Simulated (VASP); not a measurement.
MoS2: single point with RPBE

Crystal: MoS2.

```
Mo S
1.0
     3.16900    0.00000    0.00000
    -1.58450    2.74443    0.00000
     0.00000    0.00000   12.32400
Mo S
2 4
Direct
  0.33333 0.66667 0.25000
  0.66667 0.33333 0.75000
  0.33333 0.66667 0.62300
  0.33333 0.66667 0.87700
  0.66667 0.33333 0.12300
  0.66667 0.33333 0.37700
```

* Program: VASP 6.6.1
* Task: single point
* Functional: RPBE
* Potentials or basis: VASP PAW PBE potentials, release 64 (Mo_sv, S)
* Cutoff: 500 eV
* k mesh: 9 × 9 × 2
* Occupations: fermi-dirac, width 0.05 eV
* Spin: no spin polarisation
* Dipole correction: no
* Further INCAR settings: ALGO = Normal; EDIFF = 1e-06; NBANDS = 35

- Pressure: 4.5 GPa
- Largest force: 0.024 eV/Å
- Band gap on the k mesh: 1.02 eV (least direct gap 1.66 eV)

Forces in eV/Å, atoms in the order of the input:
```
Mo   0.000  0.000  0.000
Mo   0.000  0.000  0.000
S    0.000  0.000  0.024
S    0.000  0.000 -0.024
S    0.000  0.000  0.024
S    0.000  0.000 -0.024
```

Stress tensor (GPa, compression positive):
```
4.31 0.00 0.00
0.00 4.31 0.00
0.00 0.00 4.77
```

Levels at points of the mesh, in eV from the valence-band top:
```csv
k point,band 23,band 24,band 25,band 26,band 27,band 28,band 29,band 30
"(0.00, 0.00, 0.00)",-2.11,-1.19,-1.10,0.00,2.12,2.12,2.15,2.15
"(0.00, 0.00, 0.50)",-2.13,-2.13,-0.26,-0.26,2.12,2.12,2.12,2.12
```

It took 2.8 min on 1 thread of Intel Xeon 8259CL, on a shared host, peak memory 0.22 GiB.

Caveat: the cell stands under pressure; the PAW data sets were made with another functional, which shifts forces and pressure a little; this functional lacks dispersion, which binds layers or chains, so the pressure and a relaxed spacing across them are unreliable. RPBE gaps usually lie below the measured ones, often by a third to a half.
